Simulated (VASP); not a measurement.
Wanted: the native input for a VASP 6.6.1 run.

| Quantity | Value |
| --- | --- |
| Task | relaxation of cell and atoms |
| Functional | PBE |
| Potentials or basis | VASP PAW PBE potentials, release 64 (Cr_pv, Re) |
| Cutoff | 600 eV |
| k mesh | 10 × 10 × 10 |
| Occupations | gaussian, width 0.1 eV |
| Spin | no spin polarisation |
| Dipole correction | no |
| Further INCAR settings | ALGO = Fast; EDIFF = 1e-07; IBRION = 2; EDIFFG = -0.01; NSW = 100; ISIF = 3 |

The structure of Cr2Re lies in POSCAR:

```
Cr2Re
1.0
    0.0000000000      3.3659288414      3.3659288414
    3.3659288414      0.0000000000      3.3659288414
    3.3659288414      3.3659288414      0.0000000000
Cr Re
4 2
Direct
    0.6250000000      0.6250000000      0.6250000000
    0.1250000000      0.6250000000      0.6250000000
    0.6250000000      0.6250000000      0.1250000000
    0.6250000000      0.1250000000      0.6250000000
    0.0000000000      0.0000000000      0.0000000000
    0.2500000000      0.2500000000      0.2500000000
```

One way to write it, as run:

INCAR

```
SYSTEM = Cr2Re
PREC = Accurate ; ENCUT = 600
EDIFF = 1E-7 ; ISMEAR = 0
SIGMA = 0.1 ; LREAL = .False.
LASPH = .True. ; NELM = 100
ALGO = Fast ; ISIF = 3
LWAVE = .False. ; LCHARG = .False.
GGA = PE ; IBRION = 2
NSW = 100 ; EDIFFG = -0.01
```

KPOINTS

```
Automatic mesh
0
Gamma
  10 10 10
  0 0 0
```

Potentials or basis: VASP PAW PBE potentials, release 64 (Cr_pv, Re).

The run is started by

```console
$ cat potpaw_PBE.64/Cr_pv/POTCAR potpaw_PBE.64/Re/POTCAR > POTCAR
$ mpirun -np 1 vasp_std > vasp.out
```

It gave:

```json
{
 "Relaxed volume": "12.59 Å³/atom",
 "Relaxed cell": "a = 4.745 Å, b = 4.745 Å, c = 4.745 Å, α = 60.00°, β = 60.00°, γ = 60.00°",
 "Space group after relaxing (to 0.1 Å)": "Fd-3m (No. 227)",
 "Energy gained by relaxing": "1.1 meV/atom",
 "Ionic steps": "3",
 "Pressure after relaxing": "0.0 GPa",
 "Band gap on the k mesh": "zero (bands 31 and 32 overlap by 0.41 eV)"
}
```

Caveat: spin-orbit coupling is left out, which moves the levels of the heavy elements; the run has no spin polarisation, though such a crystal can be magnetic.

It took 47 min on 1 thread of AMD EPYC 7R13, with other jobs on the host, peak memory 0.35 GiB.
